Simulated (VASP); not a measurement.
# Ti (Fm-3m) in VASP: further runs

The runs below take Ti through single point, with LDA, PBEsol, PBEsol+D3(BJ)+U.

Everything below comes from runs of VASP 6.6.1. Logs are shortened: lines on timing, memory, paths and dates and some standing lists are left out, and cuts for length are marked.

**1. The cell of the first run**

It takes space group Fm-3m (No. 225, cubic). Conventional cell: a = 4.087 Å, b = 4.087 Å, c = 4.087 Å, α = 90.00°, β = 90.00°, γ = 90.00°. Ti (site symmetry m-3m) has 12 Ti at 2.89 Å within 3.8 Å.

**2. Single point, LDA (volume scaled by 1.02)**

INCAR reads:

```
  PREC = Accurate
  ENCUT = 520
  EDIFF = 1E-6
  ISMEAR = -1
  SIGMA = 0.05
  LREAL = F
  LASPH = T
  NELM = 60
  ALGO = Fast
  ISIF = 2
  LWAVE = F
  LCHARG = F
  NBANDS = 12
```

KPOINTS reads:

```
regular mesh
0
Gamma
  11 11 11
```

POSCAR reads:

```
Ti
1.0
    0.0000000000      2.0434441004      2.0434441004
    2.0434441004      0.0000000000      2.0434441004
    2.0434441004      2.0434441004      0.0000000000
Ti
1
Direct
    0.0000000000      0.0000000000      0.0000000000
```

Potentials or basis: VASP PAW LDA potentials, release 64 (Ti_sv).

The run is started by

```console
> cat potpaw_LDA.64/Ti_sv/POTCAR > POTCAR
> mpirun -np 1 vasp_std > vasp.out
```

OUTCAR:

```text
PREC = Accurate
   ENCUT = 520
   EDIFF = 1E-6
   ISMEAR = -1
   LREAL = F
   LASPH = T
   NELM = 60
   ISIF = 2

 ion  position               nearest neighbor table
   1  0.000  0.000  0.000-

  LATTYP: Found a face centered cubic cell.
 ALAT       =     4.0868882008

  Lattice vectors:

 A1 = (   0.0000000000,   2.0434441004,   2.0434441004)
 A2 = (   2.0434441004,   0.0000000000,   2.0434441004)
 A3 = (   2.0434441004,   2.0434441004,   0.0000000000)

Analysis of symmetry for initial positions (statically):
=====================================================================
 Subroutine PRICEL returns:
 Original cell was already a primitive cell.

 Routine SETGRP: Setting up the symmetry group for a
 face centered cubic supercell.

 Subroutine GETGRP returns: Found 48 space group operations
 (whereof 48 operations were pure point group operations)
 out of a pool of 48 trial point group operations.

The static configuration has the point symmetry O_h .

Analysis of symmetry for dynamics (positions and initial velocities):
=====================================================================
 Subroutine PRICEL returns:
 Original cell was already a primitive cell.

 Routine SETGRP: Setting up the symmetry group for a
 face centered cubic supercell.

 Subroutine GETGRP returns: Found 48 space group operations
 (whereof 48 operations were pure point group operations)
 out of a pool of 48 trial point group operations.

The dynamic configuration has the point symmetry O_h .

 Subroutine INISYM returns: Found 48 space group operations
 (whereof 48 operations are pure point group operations),
 and found     1 'primitive' translations

----------------------------------------------------------------------------------------

                                     Primitive cell

  volume of cell :      17.0655

  direct lattice vectors                    reciprocal lattice vectors
     0.000000000  2.043444100  2.043444100    -0.244684941  0.244684941  0.244684941
     2.043444100  0.000000000  2.043444100     0.244684941 -0.244684941  0.244684941
     2.043444100  2.043444100  0.000000000     0.244684941  0.244684941 -0.244684941

  length of vectors
     2.889866361  2.889866361  2.889866361     0.423806750  0.423806750  0.423806750

  position of ions in fractional coordinates (direct lattice)
     0.000000000  0.000000000  0.000000000

  ion indices of the primitive-cell ions
[... 68 lines left out ...]
   ISPIN  =      1    spin polarized calculation?
   LNONCOLLINEAR =      F non collinear calculations
   LSORBIT =      F    spin-orbit coupling
   LASPH  =      T    aspherical Exc in radial PAW
   ENCUT  =  520.0 eV  38.22 Ry    6.18 a.u.   5.37  5.37  5.37*2*pi/ulx,y,z
   NELM   =     60;   NELMIN=  2; NELMDL= -5     # of ELM steps
   EDIFF  = 0.1E-05   stopping-criterion for ELM
   LREAL  =      F    real-space projection
[... 7 lines left out ...]
   TEBEG  =    0.0;   TEEND  =   0.0 temperature during run
   PSTRESS=    0.0 pullay stress
   NELECT =      12.0000    total number of electrons
   NUPDOWN=      -1.0000    fix difference up-down
   EMIN   =  10.00;   EMAX   =-10.00  energy-range for DOS
   EFERMI =   0.00;   METHOD = LEGACY
   ISMEAR =    -1;   SIGMA  =   0.05  broadening in eV -4-tet -1-fermi 0-gaus
   EFERMI_NEDOS =   21; number of points for ismear=-14 and -15
   IALGO  =     68    algorithm
   IMIX   =      4    mixing-type and parameters
     AMIX     =   0.40;   BMIX     =  1.00
     AMIX_MAG =   1.60;   BMIX_MAG =  1.00
  volume/ion in A,a.u.               =      17.07       115.16
  Fermi-wavevector in a.u.,A,eV,Ry     =   1.455780  2.751026 28.834774  2.119296
  Thomas-Fermi vector in A             =   2.572775
   LORBIT       =      0    0 simple, 1 ext, 2 COOP (PROOUT), +10 PAW based schemes
   GGA     = CA    functional components
   LHFCALC =     F    Hartree Fock is set to
   AEXX    =    0.0000 exact exchange contribution
   IVDW    =     0    specifies the selected vdW correction
   LEPSILON=     F    determine dielectric tensor
   LRPA    =     F    only Hartree local field effects (RPA)
 non-spin polarized calculation
 RMM-DIIS sequential band-by-band and
  energy-cutoff  :      520.00
  volume of cell :       17.07
 maximum number of plane-waves:       477
 NGX is ok and might be reduce to    24
   NGX = 11   NGY = 11   NGZ = 11

 number of electron      12.0000003 magnetization

 Free energy of the ion-electron system (eV)
  ---------------------------------------------------
  ext. energy  EPLUGINS =         0.00000000
  ---------------------------------------------------
  free energy    TOTEN  =        -8.48554433 eV

  energy without entropy =       -8.47467125  energy(sigma->0) =       -8.48010779

 E-fermi :   8.1749     XC(G=0): -11.8673

 val. band max:        8.1206078949   @ k =   0.1818   0.1818   0.0000
 cond. band min:       8.1951293670   @ k =   0.2727   0.0000   0.0000
 fundamental gap:      0.0745214720
 Fermi energy:         8.1749395670

 k-point     1 :       0.0000    0.0000    0.0000
  band No.  band energies     occupation
      1     -47.8078      2.00000
      2     -24.0159      2.00000
      3     -24.0159      2.00000
      4     -24.0159      2.00000
      5       2.1125      2.00000
      6       9.0345      0.00000
      7       9.0345      0.00000
      8       9.0345      0.00000
      9      10.6783      0.00000
     10      10.6783      0.00000
     11      23.6189      0.00000
     12      28.0888      0.00000
[... 331 lines left out ...]
 k-point    24 :      -0.1818    0.1818    0.0000
  band No.  band energies     occupation
      1     -47.7160      2.00000
      2     -24.4211      2.00000
      3     -24.1825      2.00000
      4     -24.0625      2.00000
      5       4.6079      2.00000
      6       7.9707      1.96693
      7       8.9487      0.00000
      8       9.8988      0.00000
      9       9.9427      0.00000
     10      11.6793      0.00000
     11      21.8366      0.00000
     12      22.3310      0.00000

 [... further k-points ...]
[... 5 lines left out ...]
  --------------------------------------------------------------------------------------
  -------------------------------------------------------------------------------------
  Total       -0.7848032     -0.7848032     -0.7848032      0.0000000      0.0000000      0.0000000
  in kB      -73.6805894    -73.6805894    -73.6805894      0.0000000      0.0000000      0.0000000
  external PRESSURE =     -73.6805894 kB  Pullay stress =       0.0000000 kB

 VOLUME and BASIS-vectors are now :
 -----------------------------------------------------------------------------
  energy-cutoff  :      520.00
  volume of cell :       17.07
      direct lattice vectors                 reciprocal lattice vectors
     0.000000000  2.043444100  2.043444100    -0.244684941  0.244684941  0.244684941
     2.043444100  0.000000000  2.043444100     0.244684941 -0.244684941  0.244684941
     2.043444100  2.043444100  0.000000000     0.244684941  0.244684941 -0.244684941

 POSITION                                       TOTAL-FORCE (eV/Angst)
 -----------------------------------------------------------------------------------
      0.00000      0.00000      0.00000         0.000000      0.000000      0.000000
 -----------------------------------------------------------------------------------
    total drift:                                0.000000      0.000000     -0.000000

  FREE ENERGIE OF THE ION-ELECTRON SYSTEM (eV)
  ---------------------------------------------------
  free  energy   TOTEN  =        -8.4855443325 eV

  energy  without entropy=       -8.4746712546  energy(sigma->0) =       -8.48010779
```

OSZICAR:

```text
N       E                     dE             d eps       ncg     rms          rms(c)
DAV:   1     0.858116838463E+02    0.85812E+02   -0.64397E+03  1352   0.120E+03
DAV:   2    -0.529068430982E+01   -0.91102E+02   -0.88928E+02  1364   0.301E+02
DAV:   3    -0.943787352232E+01   -0.41472E+01   -0.41049E+01  1872   0.639E+01
[... 11 lines left out ...]
RMM:  15    -0.848553444361E+01   -0.10568E-04   -0.11984E-04  1908   0.720E-02    0.396E-02
RMM:  16    -0.848554077839E+01   -0.63348E-05   -0.60964E-05  1680   0.452E-02    0.319E-02
RMM:  17    -0.848554341333E+01   -0.26349E-05   -0.26781E-05  1510   0.313E-02    0.305E-02
RMM:  18    -0.848554399433E+01   -0.58100E-06   -0.17046E-05  1523   0.301E-02    0.197E-02
RMM:  19    -0.848554433253E+01   -0.33820E-06   -0.94557E-06  1400   0.246E-02
   1 F= -.84855443E+01 E0= -.84801078E+01  d E =-.108731E-01
```

It took 14 s on 1 thread of Intel Xeon Platinum 8259CL at 2.50GHz (Skylake/Cascade Lake), shared host; peak memory 0.13 GiB.

Results:

- Free energy: -8.4855 eV
- Pressure: -7.4 GPa
- Band gap on the k mesh: zero (band 6 reaches 9.03 eV, above the bottom of band 7 at 7.90 eV)

Caveat: the cell differs from its parent crystal (volume scaled by 1.02).

**3. Single point, LDA (volume scaled by 1.04)**

INCAR reads:

```
SYSTEM = Ti
  ALGO = Normal
  EDIFF = 1E-6
  ENCUT = 520
  ISIF = 2
  ISMEAR = -1
  LASPH = .TRUE.
  LCHARG = .FALSE.
  LREAL = .FALSE.
  LWAVE = .FALSE.
  NBANDS = 12
  NELM = 80
  PREC = Accurate
  SIGMA = 0.05
```

KPOINTS reads:

```
k-points
0
G
  11 11 11
  0 0 0
```

POSCAR reads:

```
Ti
1.0
    0.0000000000      2.0567135898      2.0567135898
    2.0567135898      0.0000000000      2.0567135898
    2.0567135898      2.0567135898      0.0000000000
Ti
1
Direct
    0.0000000000      0.0000000000      0.0000000000
```

Potentials or basis: VASP PAW LDA potentials, release 64 (Ti_sv).

The run is started by

```console
> cat potpaw_LDA.64/Ti_sv/POTCAR > POTCAR
> mpirun -np 1 vasp_std > vasp.out
```

Run time: 7.3 s. Hardware: 1 thread of Intel Xeon Platinum 8259CL at 2.50GHz (Skylake/Cascade Lake), shared host; peak memory 0.13 GiB.

It converged, with:

| Property | Result |
| --- | --- |
| Free energy | -8.4687 eV |
| Pressure | -9.0 GPa |
| Band gap on the k mesh | zero (band 6 reaches 8.81 eV, above the bottom of band 7 at 7.70 eV) |

Levels at points of the mesh, in eV from the Fermi level:
```
           k point  band 2  band 3  band 4  band 5  band 6  band 7  band 8  band 9  band 10  band 11
(0.00, 0.00, 0.00)  -32.25  -32.25  -32.25   -6.02    0.85    0.85    0.85    2.45     2.45    15.34
```

Caveat: the cell differs from its parent crystal (volume scaled by 1.04).

**4. Single point, PBEsol**

This run uses another cell than the first one, of 16.73 Å³/atom, 0.980 times its volume.

INCAR reads:

```
ALGO     = Fast           # electronic algorithm
EDIFF    = 1E-6           # SCF threshold, eV
ENCUT    = 520            # plane-wave cutoff, eV
GGA      = PS             # functional
ISIF     = 2              # what is computed and relaxed
ISMEAR   = -1             # smearing method
LASPH    = T              # aspherical terms in the spheres
LCHARG   = F              # write CHGCAR
LREAL    = F              # projectors in reciprocal space
LWAVE    = F              # write WAVECAR
NBANDS   = 12             # bands
NELM     = 100            # most SCF steps
PREC     = Accurate       # precision mode
SIGMA    = 0.05           # smearing width, eV
```

KPOINTS reads:

```
k-points
0
Gamma
  11 11 11
```

POSCAR reads:

```
Ti
1.0
    0.0000000000      2.0300000000      2.0300000000
    2.0300000000      0.0000000000      2.0300000000
    2.0300000000      2.0300000000      0.0000000000
Ti
1
Direct
    0.0000000000      0.0000000000      0.0000000000
```

Potentials or basis: VASP PAW PBE potentials, release 64 (Ti_sv).

The run is started by

```console
> cat potpaw_PBE.64/Ti_sv/POTCAR > POTCAR
> mpirun -np 1 vasp_std > vasp.out
```

Wall time 15 s (1 thread of Intel Xeon Platinum 8259CL at 2.50GHz (Skylake/Cascade Lake), shared host); peak memory 0.14 GiB.

Results (log left out):

| Quantity | Value |
| --- | --- |
| Free energy | -8.2933 eV |
| Pressure | -0.8 GPa |
| Band gap on the k mesh | zero (band 6 reaches 9.40 eV, above the bottom of band 7 at 8.21 eV) |

Levels at points of the mesh, in eV from the Fermi level:
```
           k point  band 4  band 5  band 6  band 7  band 8  band 9
(0.00, 0.00, 0.00)  -32.31   -6.19    0.91    0.91    0.91    2.62
```

Caveat: the PAW data sets were made with another functional, which shifts forces and pressure a little.

**5. Single point, LDA (volume scaled by 1.06)**

INCAR reads:

```
PREC     = Accurate       # precision mode
ENCUT    = 520            # plane-wave cutoff, eV
EDIFF    = 1E-6           # SCF threshold, eV
ISMEAR   = -1             # smearing method
SIGMA    = 0.05           # smearing width, eV
LREAL    = False          # projectors in reciprocal space
LASPH    = True           # aspherical terms in the spheres
NELM     = 100            # most SCF steps
ALGO     = Fast           # electronic algorithm
ISIF     = 2              # what is computed and relaxed
LWAVE    = False          # write WAVECAR
LCHARG   = False          # write CHGCAR
GGA      = CA             # functional
NBANDS   = 12             # bands
```

KPOINTS reads:

```
regular mesh
0
Gamma
  11 11 11
```

POSCAR reads:

```
Ti
1.0
    0.0000000000      2.0698140295      2.0698140295
    2.0698140295      0.0000000000      2.0698140295
    2.0698140295      2.0698140295      0.0000000000
Ti
1
Direct
    0.0000000000      0.0000000000      0.0000000000
```

Potentials or basis: VASP PAW LDA potentials, release 64 (Ti_sv).

The run is started by

```console
> cat potpaw_LDA.64/Ti_sv/POTCAR > POTCAR
> mpirun -np 1 vasp_std > vasp.out
```

Wall time 15 s (1 thread of Intel Xeon Platinum 8259CL at 2.50GHz (Skylake/Cascade Lake), shared host); peak memory 0.13 GiB.

The run converged. Its results:

| Item | Value |
| --- | --- |
| Free energy | -8.4482 eV |
| Pressure | -10.6 GPa |
| Band gap on the k mesh | zero (band 6 reaches 8.60 eV, above the bottom of band 7 at 7.50 eV) |

Levels at points of the mesh, in eV from the Fermi level:
| k point | band 3 | band 4 | band 5 | band 6 | band 7 | band 8 | band 9 | band 10 |
| --- | --- | --- | --- | --- | --- | --- | --- | --- |
| (0.00, 0.00, 0.00) | -32.30 | -32.30 | -5.97 | 0.84 | 0.84 | 0.84 | 2.39 | 2.39 |

Caveat: the cell differs from its parent crystal (volume scaled by 1.06).

(Continued in part 2 of 2.)
